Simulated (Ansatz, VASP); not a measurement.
Two plane-wave programs on C

Contents of INCAR:

```
PREC     = Accurate       # precision mode
ENCUT    = 520            # plane-wave cutoff, eV
EDIFF    = 1E-6           # SCF threshold, eV
ISMEAR   = 0              # smearing method
SIGMA    = 0.05           # smearing width, eV
LREAL    = False          # projectors in reciprocal space
LASPH    = True           # aspherical terms in the spheres
NELM     = 100            # most SCF steps
ALGO     = Normal         # electronic algorithm
ISIF     = 2              # what is computed and relaxed
LWAVE    = False          # write WAVECAR
LCHARG   = False          # write CHGCAR
NBANDS   = 11             # bands
```

File KPOINTS:

```
regular mesh
0
Gamma
  12 12 12
```

File POSCAR:

```
C
1.0
    0.0000000000      1.7812205950      1.7348691297
    1.7812205950      0.0000000000      1.7348691297
    1.7812205950      1.7812205950      0.0000000000
C
2
Direct
    0.5000000000      0.5000000000      0.5000000000
    0.7500000000      0.7500000000      0.7500000000
```

Input for Ansatz:

```yaml
crystal:
  lattice:
    - [0.0, 1.781220595, 1.7348691297]
    - [1.781220595, 0.0, 1.7348691297]
    - [1.781220595, 1.781220595, 0.0]
  atoms:
    - { symbol: C, position: [0.5, 0.5, 0.5] }
    - { symbol: C, position: [0.75, 0.75, 0.75] }
basis:
  ecutwfc: 520.0
kpoints:
  mp_grid: { grid: [12, 12, 12] }
hamiltonian:
  xc: lda
  pseudopotentials: { kind: paw, azcp: { folder: soft_1 } }
scf:
  occupations: { method: gaussian, width: 0.05 }
output:
  forces: true
  stress: true
  eigenvalues: true
```

Change from the starting cell: strain +e along x and -e along y +0.0000, strain +e along z and -e/2 along x and y -0.0175.

Alike in both runs: task single point; functional LDA; k mesh 12 × 12 × 12; occupations gaussian, width 0.05 eV; no spin polarisation.

|  | VASP | Ansatz |
| --- | --- | --- |
| version | VASP 6.6.1 | Ansatz 0.2.0 |
| potentials or method | VASP PAW LDA potentials, release 64 (C), cutoff 520 eV | scalar-relativistic, plane waves, PAW |
| valence electrons in the cell | 8 | 8 |

```csv
,VASP,Ansatz,Ansatz less VASP
gap on the k mesh at the Fermi level (eV),3.53,3.53,+0.008
least direct gap on the mesh (eV),5.15,5.15,-0.002
pressure (GPa),1.8,0.1,-1.70
"traceless stress, the component that is largest in VASP (GPa)",16.33,16.35,+0.027
```

Ansatz warns that its potentials were made for another functional, while VASP's fit it. LDA's correlation is that of Perdew and Zunger in VASP and of Perdew and Wang (1992) in Ansatz.
